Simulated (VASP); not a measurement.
# Mg in VASP: further runs, part 3 of 4

VASP 6.6.1. Earlier steps stand in the parts before.

### 5 Electric field gradients, PBE (zz strain of -2 %)

INCAR reads:

```
  PREC = Accurate
  ENCUT = 520
  EDIFF = 1E-8
  ISMEAR = -1
  SIGMA = 0.03
  LREAL = F
  LASPH = T
  NELM = 60
  ALGO = Normal
  ISIF = 2
  LWAVE = F
  LCHARG = F
  GGA = PE
  LEFG = T
  NBANDS = 7
```

KPOINTS reads:

```
Automatic mesh
0
Gamma
  16 16 16
```

POSCAR reads:

```
Mg
1.0
    0.0000000000      2.2442560000      2.1993708800
    2.2442560000      0.0000000000      2.1993708800
    2.2442560000      2.2442560000      0.0000000000
Mg
1
Direct
    0.0000000000      0.0000000000      0.0000000000
```

Potentials or basis: VASP PAW PBE potentials, release 64 (Mg).

Command:

```bash
$ cat potpaw_PBE.64/Mg/POTCAR > POTCAR
$ mpirun -np 1 vasp_std > vasp.out
```

OUTCAR:

```text
PREC = Accurate
   ENCUT = 520
   EDIFF = 1E-8
   ISMEAR = -1
   LREAL = F
   LASPH = T
   NELM = 60
   ISIF = 2
   GGA = PE

 ion  position               nearest neighbor table
   1  0.000  0.000  0.000-

  LATTYP: Found a body centered tetragonal cell.
 ALAT       =     3.1738572726
 C/A-ratio  =     1.3859292911

  Lattice vectors:

 A1 = (   0.0000000000,  -2.2442560000,  -2.1993708800)
 A2 = (   0.0000000000,   2.2442560000,  -2.1993708800)
 A3 = (   2.2442560000,   0.0000000000,   2.1993708800)

Analysis of symmetry for initial positions (statically):
=====================================================================
 Subroutine PRICEL returns:
 Original cell was already a primitive cell.

 Routine SETGRP: Setting up the symmetry group for a
 body centered tetragonal supercell.

 Subroutine GETGRP returns: Found 16 space group operations
 (whereof 16 operations were pure point group operations)
 out of a pool of 16 trial point group operations.

The static configuration has the point symmetry D_4h.

Analysis of symmetry for dynamics (positions and initial velocities):
=====================================================================
 Subroutine PRICEL returns:
 Original cell was already a primitive cell.

 Routine SETGRP: Setting up the symmetry group for a
 body centered tetragonal supercell.

 Subroutine GETGRP returns: Found 16 space group operations
 (whereof 16 operations were pure point group operations)
 out of a pool of 16 trial point group operations.

The dynamic configuration has the point symmetry D_4h.

 Subroutine INISYM returns: Found 16 space group operations
 (whereof 16 operations are pure point group operations),
 and found     1 'primitive' translations

----------------------------------------------------------------------------------------

                                     Primitive cell

  volume of cell :      22.1551

  direct lattice vectors                    reciprocal lattice vectors
     0.000000000  2.244256000  2.199370880    -0.222790983  0.222790983  0.227337738
     2.244256000  0.000000000  2.199370880     0.222790983 -0.222790983  0.227337738
     2.244256000  2.244256000  0.000000000     0.222790983  0.222790983 -0.227337738

  length of vectors
     3.142278992  3.142278992  3.173857273     0.388528108  0.388528108  0.388528108

  position of ions in fractional coordinates (direct lattice)
     0.000000000  0.000000000  0.000000000

  ion indices of the primitive-cell ions
   primitive index   ion index
                 1           1

----------------------------------------------------------------------------------------

 KPOINTS: Automatic mesh

Automatic generation of k-mesh.
 Grid dimensions read from file:
 generate k-points for:   16   16   16

 Generating k-lattice:

  Cartesian coordinates                     Fractional coordinates (reciprocal lattice)
    -0.013924436  0.013924436  0.014208609     0.062500000  0.000000000  0.000000000
     0.013924436 -0.013924436  0.014208609     0.000000000  0.062500000  0.000000000
     0.013924436  0.013924436 -0.014208609    -0.000000000 -0.000000000  0.062500000
[... 61 lines left out ...]
   IBRION =     -1    ionic relax: 0-MD 1-quasi-New 2-CG
   NFREE  =      0    steps in history (QN), initial steepest desc. (CG)
   ISIF   =      2    stress and relaxation
   ISYM   =      2    0-nonsym 1-usesym 2-fastsym
   POTIM  = 0.5000    time-step for ionic-motion
   TEBEG  =    0.0;   TEEND  =   0.0 temperature during run
   PSTRESS=    0.0 pullay stress
   NELECT =       2.0000    total number of electrons
   NUPDOWN=      -1.0000    fix difference up-down
   EMIN   =  10.00;   EMAX   =-10.00  energy-range for DOS
   EFERMI =   0.00;   METHOD = LEGACY
   ISMEAR =    -1;   SIGMA  =   0.03  broadening in eV -4-tet -1-fermi 0-gaus
   EFERMI_NEDOS =   21; number of points for ismear=-14 and -15
   IALGO  =     38    algorithm
   IMIX   =      4    mixing-type and parameters
     AMIX     =   0.40;   BMIX     =  1.00
     AMIX_MAG =   1.60;   BMIX_MAG =  1.00
  volume/ion in A,a.u.               =      22.16       149.51
  Fermi-wavevector in a.u.,A,eV,Ry     =   0.734391  1.387797  7.338023  0.539329
  Thomas-Fermi vector in A             =   1.827332
   LORBIT       =      0    0 simple, 1 ext, 2 COOP (PROOUT), +10 PAW based schemes
   GGA     = PE    functional components
[... 5 lines left out ...]
 non-spin polarized calculation
  energy-cutoff  :      520.00
  volume of cell :       22.16
 maximum number of plane-waves:       612
   NGX = 11   NGY = 11   NGZ = 11

 number of electron       2.0000000 magnetization

 Free energy of the ion-electron system (eV)
  ---------------------------------------------------
  ext. energy  EPLUGINS =         0.00000000
  ---------------------------------------------------
  free energy    TOTEN  =        -1.48875431 eV

  energy without entropy =       -1.48753757  energy(sigma->0) =       -1.48814594

 E-fermi :   2.7945     XC(G=0):  -8.6024

 val. band max:        2.7598953850   @ k =   0.5000   0.5000   0.0000
 cond. band min:       2.8164635346   @ k =  -0.3125   0.1250   0.3750
 fundamental gap:      0.0565681497
 Fermi energy:         2.7945366121

 k-point     1 :       0.0000    0.0000    0.0000
  band No.  band energies     occupation
      1      -4.2654      2.00000
      2      15.3474      0.00000
      3      15.3474      0.00000
      4      15.4930      0.00000
      5      17.4890      0.00000
      6      17.5315      0.00000
      7      17.5315      0.00000
[... 221 lines left out ...]
 k-point    24 :      -0.0625    0.0625    0.0000
  band No.  band energies     occupation
      1      -4.0315      2.00000
      2      13.0561      0.00000
      3      14.0024      0.00000
      4      15.5751      0.00000
      5      17.6947      0.00000
      6      17.7972      0.00000
      7      18.4531      0.00000

 [... further k-points ...]

------------------------ aborting loop because EDIFF is reached ----------------------------------------

  FORCE on cell =-STRESS in cart. coord.  units (eV):
  Direction    XX          YY          ZZ          XY          YZ          ZX
  --------------------------------------------------------------------------------------
  -------------------------------------------------------------------------------------
  Total        0.2238498      0.2238498      0.1809394      0.0000000      0.0000000     -0.0000000
  in kB       16.1880295     16.1880295     13.0849022      0.0000000      0.0000000     -0.0000000
  external PRESSURE =      15.1536538 kB  Pullay stress =       0.0000000 kB

 VOLUME and BASIS-vectors are now :
 -----------------------------------------------------------------------------
  energy-cutoff  :      520.00
  volume of cell :       22.16
      direct lattice vectors                 reciprocal lattice vectors
     0.000000000  2.244256000  2.199370880    -0.222790983  0.222790983  0.227337738
     2.244256000  0.000000000  2.199370880     0.222790983 -0.222790983  0.227337738
     2.244256000  2.244256000  0.000000000     0.222790983  0.222790983 -0.227337738

 POSITION                                       TOTAL-FORCE (eV/Angst)
 -----------------------------------------------------------------------------------
      0.00000      0.00000      0.00000        -0.000000      0.000000     -0.000000
 -----------------------------------------------------------------------------------
    total drift:                                0.000000     -0.000000     -0.000000

  FREE ENERGIE OF THE ION-ELECTRON SYSTEM (eV)
  ---------------------------------------------------
  free  energy   TOTEN  =        -1.4887543138 eV

  energy  without entropy=       -1.4875375707  energy(sigma->0) =       -1.48814594

 Electric field gradients (V/A^2)
---------------------------------------------------------------------
 ion       V_xx      V_yy      V_zz      V_xy      V_xz      V_yz
---------------------------------------------------------------------
   1      -0.469    -0.469     0.938    -0.000     0.000     0.000
---------------------------------------------------------------------

 Electric field gradients after diagonalization (V/A^2)
 (convention: |V_zz| > |V_xx| > |V_yy|)
----------------------------------------------------------------------
 ion       V_xx      V_yy      V_zz     asymmetry (V_yy - V_xx)/ V_zz
----------------------------------------------------------------------
   1      -0.469    -0.469     0.938       0.000
----------------------------------------------------------------------

           NMR quadrupolar parameters

 Cq : quadrupolar parameter    Cq=e*Q*V_zz/h
 eta: asymmetry parameters     (V_yy - V_xx)/ V_zz
 Q  : nuclear electric quadrupole moment in mb (millibarn)
----------------------------------------------------------------------
 ion       Cq(MHz)       eta       Q (mb)
----------------------------------------------------------------------
   1       0.002       0.000       1.000
----------------------------------------------------------------------
```

stdout:

```text
POSCAR found type information on POSCAR Mg
 POSCAR found :  1 types and       1 ions
 scaLAPACK will be used
 LDA part: xc-table for (Slater+PW92), standard interpolation
 POSCAR, INCAR and KPOINTS ok, starting setup
 FFT: planning ... GRIDC
 FFT: planning ... GRID_SOFT
 FFT: planning ... GRID
 WAVECAR not read
 entering main loop
ion   1
```

Run time: 38 s. Hardware: 1 thread of Intel Xeon 8259CL, shared host; peak memory 0.18 GiB.

Results:

| Property | Result |
| --- | --- |
| Free energy | -1.4888 eV |
| Pressure | 1.5 GPa |
| Band gap on the k mesh | zero (band 1 reaches 4.23 eV, above the bottom of band 2 at 1.53 eV) |

Electric field gradients, principal values (V/Å²):
| atom | least | middle | greatest (by size) |
| --- | --- | --- | --- |
| 1 Mg | -0.469 | -0.469 | 0.938 |

Caveat: the cell differs from its parent crystal (zz strain of -2 %); without QUAD_EFG the Cq values of the log hold for a quadrupole moment of 1 mb, not for the nuclei.

(Part 3 of 4 ends here.)
